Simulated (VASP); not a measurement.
Set up this calculation in VASP 6.6.1, as the native input.

```
Task                   : single point
Functional             : r2SCAN
Potentials or basis    : VASP PAW PBE potentials, release 64 (Ni)
Cutoff                 : 520 eV
k mesh                 : 15 × 15 × 15
Occupations            : gaussian, width 0.03 eV
Spin                   : no spin polarisation
Dipole correction      : no
Further INCAR settings : ALGO = Normal; EDIFF = 1e-07; NBANDS = 11
```

The system is Ni.

```xyz
1
Lattice="0.0000 1.7331 1.7331 1.7331 0.0000 1.7331 1.7331 1.7331 0.0000" Properties=species:S:1:pos:R:3 pbc="T T T"
Ni    0.0000    0.0000    0.0000
```

The input as run:

POSCAR

```
Ni
1.0
    0.0000000000      1.7330608651      1.7330608651
    1.7330608651      0.0000000000      1.7330608651
    1.7330608651      1.7330608651      0.0000000000
Ni
1
Direct
    0.0000000000      0.0000000000      0.0000000000
```

INCAR.step1

```
SYSTEM = Ni
ALGO = Normal ; EDIFF = 1E-4
ENCUT = 520 ; GGA = PE
ISMEAR = 0 ; LASPH = .True.
LCHARG = .False. ; LREAL = .False.
LWAVE = .True. ; NBANDS = 11
NELM = 100 ; PREC = Accurate
SIGMA = 0.03
```

INCAR.step2

```
SYSTEM = Ni
ALGO = Normal ; EDIFF = 1E-7
ENCUT = 520 ; ISIF = 2
ISMEAR = 0 ; ISTART = 1
LASPH = .True. ; LCHARG = .False.
LMIXTAU = .True. ; LREAL = .False.
LWAVE = .False. ; METAGGA = R2SCAN
NBANDS = 11 ; NELM = 100
PREC = Accurate ; SIGMA = 0.03
```

KPOINTS

```
k-points
0
Gamma
  15 15 15
  0 0 0
```

Potentials or basis: VASP PAW PBE potentials, release 64 (Ni).

Run with:

```console
$ cat potpaw_PBE.64/Ni/POTCAR > POTCAR
$ cp INCAR.step1 INCAR
$ mpirun -np 1 vasp_std > vasp.out
$ cp INCAR.step2 INCAR
$ mpirun -np 1 vasp_std > vasp.out
```

It gave:

- Pressure: -0.1 GPa
- Band gap on the k mesh: zero (bands 5 and 6 overlap by 1.12 eV)

Caveat: the PAW data sets were made with another functional, which shifts forces and pressure a little; the run has no spin polarisation, though such a crystal can be magnetic.

Run time: 34 s on 1 thread of Intel(R) Xeon(R) 6975P-C (Granite Rapids), with other jobs on the host, peak memory 0.12 GiB.
